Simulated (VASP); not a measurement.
A run of VASP 6.6.1:

The input INCAR:

```
SYSTEM = Ag2BrCl
PREC = Accurate
ENCUT = 520
EDIFF = 1E-6
ISMEAR = 0
SIGMA = 0.01
LREAL = .False.
LASPH = .True.
NELM = 100
ALGO = Normal
ISIF = 2
LWAVE = .False.
LCHARG = .False.
GGA = PE
NBANDS = 26
```

Contents of KPOINTS:

```
Automatic mesh
0
Gamma
  6 6 6
  0 0 0
```

The input POSCAR:

```
Ag2BrCl
1.0
    1.9866076901      1.1469684847      6.4585704369
   -1.9866076901      1.1469684847      6.4585704369
    0.0000000000     -2.2939369693      6.4585704369
Cl Br Ag
1 1 2
Direct
    1.0000000000      0.0000000000      0.0000000000
    0.5000000000      0.5000000000      0.5000000000
    0.2529498416      0.2529498416      0.2529498416
    0.7470501584      0.7470501584      0.7470501584
```

Potentials or basis: VASP PAW PBE potentials, release 64 (Cl, Br, Ag).

Launch:

```console
$ cat potpaw_PBE.64/Cl/POTCAR potpaw_PBE.64/Br/POTCAR potpaw_PBE.64/Ag/POTCAR > POTCAR
$ mpirun -np 1 vasp_std > vasp.out
```

Hardware: 1 thread of Intel(R) Xeon(R) 6975P-C (Granite Rapids), on a shared host.

Task: How long does it take, and how much memory?

Result: Wall time 100 s on 1 thread of Intel(R) Xeon(R) 6975P-C (Granite Rapids), on a shared host, peak memory 0.43 GiB. Counts: scf iterations 14, k points 32.
